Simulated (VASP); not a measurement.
# TiN (Fm-3m) in VASP: notebook

TiN is run at these levels: PBE, r2SCAN+D4, PBEsol; tasks: single point, relaxation of cell and atoms.

All numbers are computed with VASP 6.6.1; they aren't measurements. Logs are shortened: lines on timing, memory, paths and dates and some standing lists are left out, and cuts for length are marked.

**1. The cell of the first run**

The structure is cubic, space group Fm-3m (No. 225). The conventional cell has a = 4.247 Å, b = 4.247 Å, c = 4.247 Å, α = 90.00°, β = 90.00°, γ = 90.00°. Within 2.8 Å of Ti (site symmetry m-3m) lie 6 N at 2.12 Å. Within 2.8 Å of N (site symmetry m-3m) lie 6 Ti at 2.12 Å.

**2. Single point, PBE**

File INCAR:

```
  PREC = Accurate
  ENCUT = 600
  EDIFF = 1E-6
  ISMEAR = 0
  SIGMA = 0.1
  LREAL = False
  LASPH = True
  NELM = 120
  ALGO = Normal
  ISIF = 2
  LWAVE = False
  LCHARG = True
  GGA = PE
  LELF = True
  LVHAR = True
  NBANDS = 16
  GGA_COMPAT = False
```

File KPOINTS:

```
Automatic mesh
0
Gamma
  11 11 11
```

File POSCAR:

```
TiN
1.0
    0.0000000000      2.1236404517      2.1236404517
    2.1236404517      0.0000000000      2.1236404517
    2.1236404517      2.1236404517      0.0000000000
Ti N
1 1
Direct
    0.0000000000      0.0000000000      0.0000000000
    0.5000000000      0.5000000000      0.5000000000
```

Potentials or basis: VASP PAW PBE potentials, release 64 (Ti_sv, N).

Launch:

```console
cat potpaw_PBE.64/Ti_sv/POTCAR potpaw_PBE.64/N/POTCAR > POTCAR
mpirun -np 1 vasp_std > vasp.out
```

OUTCAR:

```text
PREC = Accurate
   ENCUT = 600
   EDIFF = 1E-6
   ISMEAR = 0
   LREAL = False
   LASPH = True
   NELM = 120
   ISIF = 2
   GGA = PE

 ion  position               nearest neighbor table
   1  0.000  0.000  0.000-   2 2.12   2 2.12   2 2.12   2 2.12   2 2.12   2 2.12
   2  0.500  0.500  0.500-   1 2.12   1 2.12   1 2.12   1 2.12   1 2.12   1 2.12

  LATTYP: Found a face centered cubic cell.
 ALAT       =     4.2472809034

  Lattice vectors:

 A1 = (   0.0000000000,   2.1236404517,   2.1236404517)
 A2 = (   2.1236404517,   0.0000000000,   2.1236404517)
 A3 = (   2.1236404517,   2.1236404517,   0.0000000000)

Analysis of symmetry for initial positions (statically):
=====================================================================
 Subroutine PRICEL returns:
 Original cell was already a primitive cell.

 Routine SETGRP: Setting up the symmetry group for a
 face centered cubic supercell.

 Subroutine GETGRP returns: Found 48 space group operations
 (whereof 48 operations were pure point group operations)
 out of a pool of 48 trial point group operations.

The static configuration has the point symmetry O_h .

Analysis of symmetry for dynamics (positions and initial velocities):
=====================================================================
 Subroutine PRICEL returns:
 Original cell was already a primitive cell.

 Routine SETGRP: Setting up the symmetry group for a
 face centered cubic supercell.

 Subroutine GETGRP returns: Found 48 space group operations
 (whereof 48 operations were pure point group operations)
 out of a pool of 48 trial point group operations.

The dynamic configuration has the point symmetry O_h .

 Subroutine INISYM returns: Found 48 space group operations
 (whereof 48 operations are pure point group operations),
 and found     1 'primitive' translations

----------------------------------------------------------------------------------------

                                     Primitive cell

  volume of cell :      19.1546

  direct lattice vectors                    reciprocal lattice vectors
     0.000000000  2.123640452  2.123640452    -0.235444752  0.235444752  0.235444752
     2.123640452  0.000000000  2.123640452     0.235444752 -0.235444752  0.235444752
     2.123640452  2.123640452  0.000000000     0.235444752  0.235444752 -0.235444752

  length of vectors
     3.003281128  3.003281128  3.003281128     0.407802273  0.407802273  0.407802273

  position of ions in fractional coordinates (direct lattice)
     0.000000000  0.000000000  0.000000000
     0.500000000  0.500000000  0.500000000

  ion indices of the primitive-cell ions
   primitive index   ion index
                 1           1
                 2           2

----------------------------------------------------------------------------------------

 KPOINTS: Automatic mesh

Automatic generation of k-mesh.
 Grid dimensions read from file:
 generate k-points for:   11   11   11

 Generating k-lattice:

  Cartesian coordinates                     Fractional coordinates (reciprocal lattice)
    -0.021404068  0.021404068  0.021404068     0.090909091  0.000000000  0.000000000
     0.021404068 -0.021404068  0.021404068     0.000000000  0.090909091  0.000000000
     0.021404068  0.021404068 -0.021404068     0.000000000  0.000000000  0.090909091

  Length of vectors
     0.037072934  0.037072934  0.037072934

  Shift w.r.t. Gamma in fractional coordinates (k-lattice)
     0.000000000  0.000000000  0.000000000

 Subroutine IBZKPT returns following result:
 ===========================================

 Found     56 irreducible k-points:

 Following reciprocal coordinates:
            Coordinates               Weight
  0.000000  0.000000  0.000000      1.000000
  0.090909  0.000000  0.000000      8.000000
  0.181818  0.000000  0.000000      8.000000
  0.272727  0.000000  0.000000      8.000000
  0.363636  0.000000  0.000000      8.000000
  0.454545  0.000000  0.000000      8.000000
[... 16 lines left out ...]
 -0.272727  0.181818  0.000000     24.000000
 -0.181818  0.181818  0.000000     12.000000
 [... further k-points ...]
   k-points           NKPTS =     56   k-points in BZ     NKDIM =     56   number of bands    NBANDS=     16
   number of dos      NEDOS =    301   number of ions     NIONS =      2
   total plane-waves  NPLWV =  13824
   dimension x,y,z NGX =    24 NGY =   24 NGZ =   24
   dimension x,y,z NGXF=    48 NGYF=   48 NGZF=   48
   ions per type =               1   1
   NGX,Y,Z   is equivalent  to a cutoff of  13.29, 13.29, 13.29 a.u.
   NGXF,Y,Z  is equivalent  to a cutoff of  26.57, 26.57, 26.57 a.u.
 SYSTEM =  unknown system
   PREC   = accura    normal or accurate (medium, high low for compatibility)
   ISTART =      0    job   : 0-new  1-cont  2-samecut
   ICHARG =      2    charge: 1-file 2-atom 10-const
   ISPIN  =      1    spin polarized calculation?
   LNONCOLLINEAR =      F non collinear calculations
   LSORBIT =      F    spin-orbit coupling
   LASPH  =      T    aspherical Exc in radial PAW
   ENCUT  =  600.0 eV  44.10 Ry    6.64 a.u.   6.00  6.00  6.00*2*pi/ulx,y,z
   NELM   =    120;   NELMIN=  2; NELMDL= -5     # of ELM steps
   EDIFF  = 0.1E-05   stopping-criterion for ELM
   LREAL  =      F    real-space projection
   EDIFFG = 0.1E-04   stopping-criterion for IOM
   NSW    =      0    number of steps for IOM
   IBRION =     -1    ionic relax: 0-MD 1-quasi-New 2-CG
   NFREE  =      0    steps in history (QN), initial steepest desc. (CG)
   ISIF   =      2    stress and relaxation
   ISYM   =      2    0-nonsym 1-usesym 2-fastsym
   POTIM  = 0.5000    time-step for ionic-motion
   TEBEG  =    0.0;   TEEND  =   0.0 temperature during run
   PSTRESS=    0.0 pullay stress
   NELECT =      17.0000    total number of electrons
   NUPDOWN=      -1.0000    fix difference up-down
   EMIN   =  10.00;   EMAX   =-10.00  energy-range for DOS
   EFERMI =   0.00;   METHOD = LEGACY
   ISMEAR =     0;   SIGMA  =   0.10  broadening in eV -4-tet -1-fermi 0-gaus
   EFERMI_NEDOS =   21; number of points for ismear=-14 and -15
   IALGO  =     38    algorithm
   IMIX   =      4    mixing-type and parameters
     AMIX     =   0.40;   BMIX     =  1.00
     AMIX_MAG =   1.60;   BMIX_MAG =  1.00
  volume/ion in A,a.u.               =       9.58        64.63
  Fermi-wavevector in a.u.,A,eV,Ry     =   1.573259  2.973028 33.676365  2.475143
  Thomas-Fermi vector in A             =   2.674570
   LORBIT       =      0    0 simple, 1 ext, 2 COOP (PROOUT), +10 PAW based schemes
   GGA     = PE    functional components
   LHFCALC =     F    Hartree Fock is set to
   AEXX    =    0.0000 exact exchange contribution
   IVDW    =     0    specifies the selected vdW correction
   LEPSILON=     F    determine dielectric tensor
   LRPA    =     F    only Hartree local field effects (RPA)
 non-spin polarized calculation
 Gauss-broadening in eV      SIGMA  =   0.10
  energy-cutoff  :      600.00
  volume of cell :       19.15
 maximum number of plane-waves:       650
   NGX = 11   NGY = 11   NGZ = 11

 number of electron      17.0000002 magnetization

 Free energy of the ion-electron system (eV)
  ---------------------------------------------------
  ext. energy  EPLUGINS =         0.00000000
  ---------------------------------------------------
  free energy    TOTEN  =       -19.63326505 eV

  energy without entropy =      -19.62652911  energy(sigma->0) =      -19.62989708

 E-fermi :  11.4092     XC(G=0): -12.9982

 val. band max:       11.4059077867   @ k =  -0.1818   0.0909   0.0000
 cond. band min:      11.4348561483   @ k =   0.1818   0.0000   0.0000
 fundamental gap:      0.0289483616
 Fermi energy:        11.4091891668

 k-point     1 :       0.0000    0.0000    0.0000
  band No.  band energies     occupation
      1     -46.4814      2.00000
      2     -22.4643      2.00000
      3     -22.4643      2.00000
      4     -22.4643      2.00000
      5      -5.6814      2.00000
      6       9.3582      2.00000
[... 8 lines left out ...]
     15      24.5568      0.00000
     16      31.0847      0.00000

 k-point     2 :       0.0909    0.0000    0.0000
  band No.  band energies     occupation
      1     -46.4740      2.00000
      2     -22.5170      2.00000
      3     -22.4687      2.00000
      4     -22.4687      2.00000
      5      -5.5227      2.00000
      6       8.5239      2.00000
[... 8 lines left out ...]
     15      24.6537      0.00000
     16      30.8564      0.00000

 k-point     3 :       0.1818    0.0000    0.0000
  band No.  band energies     occupation
      1     -46.4539      2.00000
      2     -22.6562      2.00000
      3     -22.4805      2.00000
      4     -22.4805      2.00000
      5      -5.0790      2.00000
      6       7.0279      2.00000
[... 8 lines left out ...]
     15      24.5567      0.00000
     16      29.9806      0.00000

 k-point     4 :       0.2727    0.0000    0.0000
  band No.  band energies     occupation
      1     -46.4274      2.00000
      2     -22.8337      2.00000
      3     -22.4959      2.00000
      4     -22.4959      2.00000
      5      -4.4433      2.00000
      6       5.4984      2.00000
[... 8 lines left out ...]
     15      24.2028      0.00000
     16      28.4853      0.00000

 k-point     5 :       0.3636    0.0000    0.0000
  band No.  band energies     occupation
      1     -46.4029      2.00000
      2     -22.9926      2.00000
      3     -22.5100      2.00000
      4     -22.5100      2.00000
      5      -3.7733      2.00000
      6       4.2166      2.00000
[... 8 lines left out ...]
     15      24.4477      0.00000
     16      26.9779      0.00000

 k-point     6 :       0.4545    0.0000    0.0000
  band No.  band energies     occupation
      1     -46.3883      2.00000
      2     -23.0853      2.00000
      3     -22.5183      2.00000
      4     -22.5183      2.00000
      5      -3.3100      2.00000
      6       3.4476      2.00000
[... 8 lines left out ...]
     15      24.9936      0.00000
     16      26.0347      0.00000

 k-point     7 :       0.0909    0.0909    0.0000
  band No.  band energies     occupation
      1     -46.4715      2.00000
      2     -22.5138      2.00000
      3     -22.4804      2.00000
      4     -22.4804      2.00000
      5      -5.4759      2.00000
      6       7.9566      2.00000
[... 8 lines left out ...]
     15      24.7279      0.00000
     16      30.4521      0.00000

 k-point     8 :       0.1818    0.0909    0.0000
  band No.  band energies     occupation
      1     -46.4556      2.00000
      2     -22.6164      2.00000
      3     -22.4982      2.00000
      4     -22.4877      2.00000
      5      -5.1454      2.00000
      6       6.8864      2.00000
[... 8 lines left out ...]
     15      24.7705      0.00000
     16      29.7255      0.00000

 k-point     9 :       0.2727    0.0909    0.0000
  band No.  band energies     occupation
      1     -46.4313      2.00000
      2     -22.7765      2.00000
      3     -22.5166      2.00000
      4     -22.5008      2.00000
      5      -4.6033      2.00000
      6       5.7352      2.00000
[... 8 lines left out ...]
     15      24.3846      0.00000
     16      28.6059      0.00000
[... 172 lines left out ...]
 k-point    19 :       0.3636    0.1818    0.0000
  band No.  band energies     occupation
      1     -46.4018      2.00000
      2     -22.8799      2.00000
      3     -22.5699      2.00000
      4     -22.5640      2.00000
      5      -4.1513      2.00000
      6       4.8818      2.00000
[... 8 lines left out ...]
     15      24.3987      0.00000
     16      26.5555      0.00000

 k-point    20 :       0.4545    0.1818    0.0000
  band No.  band energies     occupation
      1     -46.3832      2.00000
      2     -22.9811      2.00000
      3     -22.6051      2.00000
      4     -22.5668      2.00000
      5      -3.7235      2.00000
      6       4.3788      2.00000
[... 8 lines left out ...]
     15      24.3560      0.00000
     16      25.5474      0.00000

 k-point    21 :      -0.4545    0.1818    0.0000
  band No.  band energies     occupation
      1     -46.3750      2.00000
      2     -23.0223      2.00000
      3     -22.6373      2.00000
      4     -22.5553      2.00000
      5      -3.4791      2.00000
      6       4.0558      2.00000
[... 8 lines left out ...]
     15      24.4056      0.00000
     16      25.1513      0.00000

 k-point    22 :      -0.3636    0.1818    0.0000
  band No.  band energies     occupation
      1     -46.3798      2.00000
      2     -22.9952      2.00000
      3     -22.6529      2.00000
      4     -22.5332      2.00000
      5      -3.5314      2.00000
      6       4.1063      2.00000
[... 8 lines left out ...]
     15      23.9437      0.00000
     16      25.4650      0.00000

 k-point    23 :      -0.2727    0.1818    0.0000
  band No.  band energies     occupation
      1     -46.3961      2.00000
      2     -22.9142      2.00000
      3     -22.6401      2.00000
      4     -22.5073      2.00000
      5      -3.8645      2.00000
      6       4.5797      2.00000
[... 8 lines left out ...]
     15      23.6758      0.00000
     16      25.9890      0.00000

 k-point    24 :      -0.1818    0.1818    0.0000
  band No.  band energies     occupation
      1     -46.4185      2.00000
      2     -22.8130      2.00000
      3     -22.5932      2.00000
      4     -22.4860      2.00000
      5      -4.3381      2.00000
      6       5.3522      2.00000
[... 8 lines left out ...]
     15      24.0252      0.00000
     16      26.8378      0.00000

 [... further k-points ...]

------------------------ aborting loop because EDIFF is reached ----------------------------------------

  FORCE on cell =-STRESS in cart. coord.  units (eV):
  Direction    XX          YY          ZZ          XY          YZ          ZX
  --------------------------------------------------------------------------------------
  -------------------------------------------------------------------------------------
  Total        0.0417356      0.0417356      0.0417356     -0.0000000     -0.0000000      0.0000000
  in kB        3.4909556      3.4909556      3.4909556     -0.0000000     -0.0000000      0.0000000
  external PRESSURE =       3.4909556 kB  Pullay stress =       0.0000000 kB

 VOLUME and BASIS-vectors are now :
 -----------------------------------------------------------------------------
  energy-cutoff  :      600.00
  volume of cell :       19.15
      direct lattice vectors                 reciprocal lattice vectors
     0.000000000  2.123640452  2.123640452    -0.235444752  0.235444752  0.235444752
     2.123640452  0.000000000  2.123640452     0.235444752 -0.235444752  0.235444752
     2.123640452  2.123640452  0.000000000     0.235444752  0.235444752 -0.235444752

 POSITION                                       TOTAL-FORCE (eV/Angst)
 -----------------------------------------------------------------------------------
      0.00000      0.00000      0.00000         0.000000      0.000000      0.000000
      2.12364      2.12364      2.12364        -0.000000     -0.000000     -0.000000
 -----------------------------------------------------------------------------------
    total drift:                                0.000000     -0.000000     -0.000000

  FREE ENERGIE OF THE ION-ELECTRON SYSTEM (eV)
  ---------------------------------------------------
  free  energy   TOTEN  =       -19.6332650452 eV

  energy  without entropy=      -19.6265291095  energy(sigma->0) =      -19.62989708
```

It took 20 s on 1 thread of Intel Xeon Platinum 8488C (Sapphire Rapids), shared host; peak memory 0.15 GiB.

Results:

| Property | Result |
| --- | --- |
| Free energy | -19.6333 eV |
| Pressure | 0.3 GPa |
| Band gap on the k mesh | zero (an odd number of electrons rules out a gap without spin polarisation) |

Levels at points of the mesh, in eV from the Fermi level:
```
           k point  band 7  band 8  band 9  band 10  band 11  band 12
(0.00, 0.00, 0.00)   -2.05   -2.05   -0.63    -0.63    -0.63     0.56
```

(Continued in part 2 of 2.)

The gap in the log of VASP goes by the Fermi energy; the results here count the filled bands.